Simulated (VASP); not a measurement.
The system is MnF2.

```
F Mn
1.0
     4.85090    0.00000    0.00000
     0.00000    4.85090    0.00000
     0.00000    0.00000    3.30430
F Mn
4 2
Cartesian
  1.4776 1.4776 0.0000
  0.9479 3.9030 1.6522
  3.3733 3.3733 0.0000
  3.9030 0.9479 1.6522
  0.0000 0.0000 0.0000
  2.4255 2.4255 1.6522
```

Base run:

```yaml
Program: VASP 6.6.1
Functional: PBE
Potentials_or_basis: VASP PAW PBE potentials, release 64 (F, Mn_pv)
Cutoff: 520 eV
k_mesh: 5 × 5 × 6
Occupations: gaussian, width 0.02 eV
Spin: collinear spin, ferromagnetic start
Starting_moments: "[0.0, 0.0, 0.0, 0.0, 0.45, 0.45] μB"
Hubbard_terms: Mn d U = 3.9 eV
```

Its results: pressure 3.1 GPa; site moments F +0.03; Mn +2.82 μB; largest force 0.347 eV/Å.

Q: The run is repeated on the same cell with these changes: moments at the start from [0.0, 0.0, 0.0, 0.0, 0.45, 0.45] to [0.0, 0.0, 0.0, 0.0, 6.0, 6.0]; fixed moment from none to 12 μB. What comes out?

A: Pressure 22.2 GPa; site moments F +0.32; Mn +4.79 μB; largest force 0.155 eV/Å.

Caveats: only a ferromagnetic start was run, and an antiferromagnetic order may lie lower in energy; the total moment is fixed, so each spin has its own Fermi level (some runs).
